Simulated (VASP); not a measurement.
## Sb: relaxation of cell and atoms with PBEsol

Sb:

```
Sb
1.0
     3.35453    0.00000    0.00000
    -1.67727    2.90511    0.00000
     0.00000    0.00000    5.47016
Sb
2
Direct
  0.66667 0.33333 0.75000
  0.33333 0.66667 0.25000
```

```json
{
 "Program": "VASP 6.6.1",
 "Task": "relaxation of cell and atoms",
 "Functional": "PBEsol",
 "Potentials or basis": "VASP PAW PBE potentials, release 64 (Sb)",
 "Cutoff": "600 eV",
 "k mesh": "9 × 9 × 5",
 "Occupations": "fermi-dirac, width 0.05 eV",
 "Spin": "no spin polarisation",
 "Dipole correction": "no",
 "Further INCAR settings": "ALGO = Normal; EDIFF = 1e-06; IBRION = 2; EDIFFG = -0.01; NSW = 60; ISIF = 3"
}
```

| Item | Value |
| --- | --- |
| Relaxed volume | 25.98 Å³/atom |
| Relaxed cell | a = 3.328 Å, b = 3.328 Å, c = 5.418 Å, α = 90.00°, β = 90.00°, γ = 120.00° |
| Space group after relaxing (to 0.05 Å) | P6_3/mmc (No. 194) |
| Energy gained by relaxing | 3.6 meV/atom |
| Ionic steps | 3 |
| Pressure after relaxing | 0.0 GPa |
| Band gap on the k mesh | zero (band 5 reaches 13.13 eV, above the bottom of band 6 at 5.99 eV) |

Stress tensor (GPa, compression positive):
```
 0.05  0.00  0.00
 0.00  0.05  0.00
 0.00  0.00 -0.04
```

Step by step:
```csv
step,energy change (eV),largest force (eV/Å),pressure (GPa),volume (Å³)
1,0.0000,0.0000,-1.63,53.31
2,-0.0050,0.0000,0.96,51.25
3,-0.0071,0.0000,0.02,51.95
```

Final structure:
```xyz
2
Lattice="3.3277 0.0000 0.0000 -1.6638 2.8818 0.0000 0.0000 0.0000 5.4176" Properties=species:S:1:pos:R:3 pbc="T T T"
Sb    1.6638    0.9606    4.0632
Sb    0.0000    1.9212    1.3544
```

Levels at points of the mesh, in eV from the Fermi level:
| k point | band 3 | band 4 | band 5 | band 6 | band 7 | band 8 |
| --- | --- | --- | --- | --- | --- | --- |
| (0.00, 0.00, 0.00) | -5.96 | 3.80 | 3.80 | 5.51 | 5.51 | 5.81 |

Wall time 21 s on 1 thread of Intel(R) Xeon(R) Platinum 8559C (Emerald Rapids), with other jobs on the host, peak memory 0.2 GiB.

Caveat: the PAW data sets were made with another functional, which shifts forces and pressure a little; spin-orbit coupling is left out, which moves the levels of the heavy elements.
